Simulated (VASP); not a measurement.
A run of VASP 6.6.1 is set up as follows.

File INCAR:

```
PREC     = Accurate       # precision mode
ENCUT    = 520            # plane-wave cutoff, eV
EDIFF    = 1E-7           # SCF threshold, eV
ISMEAR   = -1             # smearing method
SIGMA    = 0.05           # smearing width, eV
LREAL    = F              # projectors in reciprocal space
LASPH    = T              # aspherical terms in the spheres
NELM     = 80             # most SCF steps
ALGO     = Normal         # electronic algorithm
ISIF     = 2              # what is computed and relaxed
LWAVE    = F              # write WAVECAR
LCHARG   = T              # write CHGCAR
GGA      = PE             # functional
LELF     = T              # ELF
LVHAR    = T            
NBANDS   = 19             # bands
```

The input KPOINTS:

```
regular mesh
0
Gamma
  9 9 5
```

The input POSCAR:

```
Zr
1.0
    3.2284707142      0.0000000000      0.0000000000
   -1.6142353571      2.7959376539      0.0000000000
    0.0000000000      0.0000000000      5.1832572876
Zr
2
Direct
    0.6666666667      0.3333333333      0.7500000000
    0.3333333333      0.6666666667      0.2500000000
```

Potentials or basis: VASP PAW PBE potentials, release 64 (Zr_sv).

The run is started by

```bash
$ cat potpaw_PBE.64/Zr_sv/POTCAR > POTCAR
$ mpirun -np 1 vasp_std > vasp.out
```

(1) Estimate the band gap on the k mesh.

(2) Predict the pressure.

Results:

(1) zero (bands 12 and 13 overlap by 1.14 eV).

(2) 0.0 GPa.
